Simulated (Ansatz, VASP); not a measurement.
# Two plane-wave programs on GaAs

POSCAR

```
GaAs
1.0
    0.0000000000      2.8330850957      2.8330850957
    2.8330850957      0.0000000000      2.8330850957
    2.8330850957      2.8330850957      0.0000000000
Ga As
1 1
Direct
    0.0000000000      0.0000000000      0.0000000000
    0.2500000000      0.2500000000      0.2500000000
```

INCAR.step1

```
PREC = Accurate
ENCUT = 520
ISMEAR = 0
SIGMA = 0.01
LREAL = False
LASPH = True
NELM = 80
NBANDS = 16
GGA = PE
ALGO = Normal
EDIFF = 1E-4
LWAVE = True
LCHARG = False
```

File INCAR.step2:

```
PREC = Accurate
ENCUT = 520
EDIFF = 1E-7
ISMEAR = 0
SIGMA = 0.01
LREAL = False
LASPH = True
NELM = 80
ALGO = Normal
ISIF = 2
LWAVE = False
LCHARG = False
METAGGA = R2SCAN
LMIXTAU = True
NBANDS = 16
ISTART = 1
```

KPOINTS

```
Automatic mesh
0
Gamma
  4 4 4
```

Input for Ansatz:

```yaml
crystal:
  lattice:
    - [0.0, 2.8330850957, 2.8330850957]
    - [2.8330850957, 0.0, 2.8330850957]
    - [2.8330850957, 2.8330850957, 0.0]
  atoms:
    - { symbol: Ga, position: [0.0, 0.0, 0.0] }
    - { symbol: As, position: [0.25, 0.25, 0.25] }
kpoints:
  mp_grid: { grid: [4, 4, 4] }
hamiltonian:
  xc: r2scan
scf:
  occupations: { method: fixed }
output:
  optics:
    e_range: [0, 10]
    de: 0.2
    sigma: 0.4
    scissors: 1.5
    scheme: fermi_dirac
    bands: { spectra_wanted_up_to: 10 }
```

Alike in both runs: task single point; functional r2SCAN; k mesh 4 × 4 × 4; no spin polarisation.

|  | VASP | Ansatz |
| --- | --- | --- |
| version | VASP 6.6.1 | Ansatz 0.2.0 |
| potentials or method | VASP PAW PBE potentials, release 64 (Ga_d, As) | plane waves, PAW |
| plane-wave cutoff (eV) | 520 | 500 |
| occupations | gaussian, width 0.01 eV | fixed |
| valence electrons in the cell | 18 | 28 |

Ansatz gave:

```
gap on the k mesh at the Fermi level (eV) : 0.96
```

Estimate VASP's values.

gap on the k mesh at the Fermi level (eV): 0.94.

VASP's potentials were made for PBE, not for r2SCAN. VASP's potentials hold 18 valence electrons a cell and Ansatz's 28, so a difference there can come from the potentials and not from the codes.

The k mesh is coarse, so the values compare programs but aren't converged.
